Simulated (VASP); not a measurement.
## Ta: single point with LDA

Ta:

```
Ta
1.0
    -1.66763    1.66763    1.66763
     1.66763   -1.66763    1.66763
     1.66763    1.66763   -1.66763
Ta
1
Direct
  0.00000 0.00000 0.00000
```

```yaml
Program: VASP 6.6.1
Task: single point
Functional: LDA
Potentials_or_basis: VASP PAW LDA potentials, release 64 (Ta_pv)
Cutoff: 520 eV
k_mesh: 10 × 10 × 10
Occupations: fermi-dirac, width 0.1 eV
Spin: no spin polarisation
```

- Pressure: -12.4 GPa

Levels at points of the mesh, in eV from the Fermi level:
| k point | band 1 | band 2 | band 3 | band 4 | band 5 | band 6 | band 7 | band 8 | band 9 | band 10 |
| --- | --- | --- | --- | --- | --- | --- | --- | --- | --- | --- |
| (0.00, 0.00, 0.00) | -33.04 | -33.04 | -33.04 | -7.74 | 0.65 | 0.65 | 0.65 | 3.80 | 3.80 | 13.55 |
| (0.50, 0.00, 0.00) | -34.13 | -33.39 | -33.05 | -4.25 | -1.52 | 1.60 | 3.67 | 4.64 | 7.44 | 11.20 |
| (0.50, 0.50, 0.50) | -33.80 | -33.80 | -33.80 | -3.66 | -3.66 | 6.52 | 6.52 | 6.52 | 8.47 | 8.47 |

It took 4.4 s on 1 thread of Intel Xeon 6975P-C, on a shared host, peak memory 0.13 GiB.

Caveat: spin-orbit coupling is left out, which moves the levels of the heavy elements.
